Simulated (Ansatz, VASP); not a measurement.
This is a calculation of WS2 for Ansatz 0.2.0.

input.yaml

```yaml
crystal:
  lattice:
    - [1.579, 0.9116360751, 6.1633333333]
    - [-1.579, 0.9116360751, 6.1633333333]
    - [0.0, -1.8232721501, 6.1633333333]
  atoms:
    - { symbol: W, position: [0.0, 0.0, 0.0] }
    - { symbol: S, position: [0.581, 0.581, 0.581] }
    - { symbol: S, position: [0.7503, 0.7503, 0.7503] }
kpoints:
  mp_grid: { grid: [4, 4, 4] }
scf:
  occupations: { method: fermi_dirac, width: 0.04 }
hamiltonian:
  xc: pbe
  pseudopotentials: { kind: all_electron, lapw: { basis_error: 0.003 } }
output:
  forces: true
  stress: true
  eigenvalues: true
```

Potentials or basis: all-electron LAPW, scalar-relativistic.

Launch:

```sh
$ ansatz run input.yaml --threads 2 --pin off --max-ram 6144MiB --backend cpu --events-out ev --progress --plain --runs-dir out
```

**Question.** Set up the same calculation for VASP 6.6.1. Potentials there: VASP PAW PBE potentials, release 64 (W_sv, S).

**Answer.** As run (the cutoff follows the program's own potentials):

The input INCAR:

```
PREC = Accurate ; ENCUT = 500
EDIFF = 1E-6 ; ISMEAR = -1
SIGMA = 0.04 ; LREAL = F
LASPH = T ; NELM = 120
ALGO = Normal ; ISIF = 2
LWAVE = F ; LCHARG = F
GGA = PE ; NBANDS = 20
GGA_COMPAT = F
```

Contents of KPOINTS:

```
Automatic mesh
0
Gamma
  4 4 4
```

Contents of POSCAR:

```
WS2
1.0
    1.5790000000      0.9116360751      6.1633333333
   -1.5790000000      0.9116360751      6.1633333333
    0.0000000000     -1.8232721501      6.1633333333
W S
1 2
Direct
    0.0000000000      0.0000000000      0.0000000000
    0.5810000000      0.5810000000      0.5810000000
    0.7503000000      0.7503000000      0.7503000000
```

Potentials or basis: VASP PAW PBE potentials, release 64 (W_sv, S).

Command:

```console
$ cat potpaw_PBE.64/W_sv/POTCAR potpaw_PBE.64/S/POTCAR > POTCAR
$ mpirun -np 1 vasp_std > vasp.out
```

Both were run:

|  | VASP | Ansatz | Ansatz less VASP |
| --- | --- | --- | --- |
| gap on the k mesh at the Fermi level (eV) | 1.38 | 1.36 | -0.012 |
| least direct gap on the mesh (eV) | 2.30 | 2.29 | -0.010 |
| pressure (GPa) | 4.1 | 4.2 | +0.11 |
| traceless stress, the component that is largest in VASP (GPa) | 0.24 | 0.25 | 0.000 |
| rms of the force components (eV/Å) | 0.254 | 0.254 | 0.0000 |

Atom by atom the forces differ by 0.000 eV/Å (rms over components). Ansatz ran all-electron here, and VASP with PAW potentials.

The k mesh is coarse, so the values compare programs but aren't converged. Spin-orbit coupling is off throughout.
